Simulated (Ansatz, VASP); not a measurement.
## Two plane-wave programs on FeO

```xyz
2
Lattice="0.0000 2.1554 2.1554 2.1554 0.0000 2.1554 2.1554 2.1554 0.0000" Properties=species:S:1:pos:R:3 pbc="T T T"
Fe    0.0000    0.0000    0.0000
O     2.1554    2.1554    2.1554
```

Alike in both runs: task single point; functional LDA; k mesh 8 × 8 × 8; occupations gaussian, width 0.05 eV; collinear spin; Hubbard terms Fe d U = 5.0 eV, J = 0.9 eV.

```csv
,VASP,Ansatz
version,VASP 6.6.1,Ansatz 0.2.0
potentials or method,"VASP PAW LDA potentials, release 64 (Fe_sv, O), cutoff 700 eV","scalar-relativistic, plane waves, PAW"
valence electrons in the cell,22,22
```

```csv
,VASP,Ansatz,Ansatz less VASP
gap on the k mesh at the Fermi level (eV),none,none,-
pressure (GPa),-15.1,-12.3,+2.90
net moment per atom (μB),2.00,2.00,0.000
size of the moment on the site where the two differ most (μB),3.62,3.51,-0.109
```

LDA's correlation is that of Perdew and Zunger in VASP and of Perdew and Wang (1992) in Ansatz. Site moments also hang on the region over which each program counts them. The programs project onto different local orbitals, so the same U acts differently, and such runs can settle in different states. A gap of «none» marks a metal or a gap that the smearing closes. Ansatz's warnings: filled band counts differ across k points.
